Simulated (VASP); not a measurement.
A run of VASP 6.6.1 is set up as follows.

The input INCAR:

```
PREC = Accurate ; ENCUT = 500
EDIFF = 1E-8 ; ISMEAR = 0
SIGMA = 0.01 ; LREAL = F
LASPH = T ; NELM = 120
ALGO = Normal ; ISIF = 2
LWAVE = F ; LCHARG = F
GGA = CA ; NBANDS = 17
IBRION = 8 ; NSW = 1
GGA_COMPAT = F
```

The input KPOINTS:

```
regular mesh
0
Gamma
  6 6 6
```

File POSCAR:

```
TlCl
1.0
    3.6565766694      0.0000000000      0.0000000000
    0.0000000000      3.6565766694      0.0000000000
    0.0000000000      0.0000000000      3.6565766694
Tl Cl
1 1
Direct
    0.0000000000      0.0000000000      0.0000000000
    0.5000000000      0.5000000000      0.5000000000
```

Potentials or basis: VASP PAW LDA potentials, release 64 (Tl_d, Cl).

Run with:

```console
$ cat potpaw_LDA.64/Tl_d/POTCAR potpaw_LDA.64/Cl/POTCAR > POTCAR
$ mpirun -np 1 vasp_std > vasp.out
```

Estimate the highest phonon frequency at Γ, LO-TO splitting left out.

76 cm⁻¹.

Phonon frequencies in cm⁻¹ (negative: imaginary):
| q point | frequencies |
| --- | --- |
| (0.000, 0.000, 0.000) | 0 0 0 76 76 76 |

Caveat: the cell stands under pressure or tension, which shifts response properties.
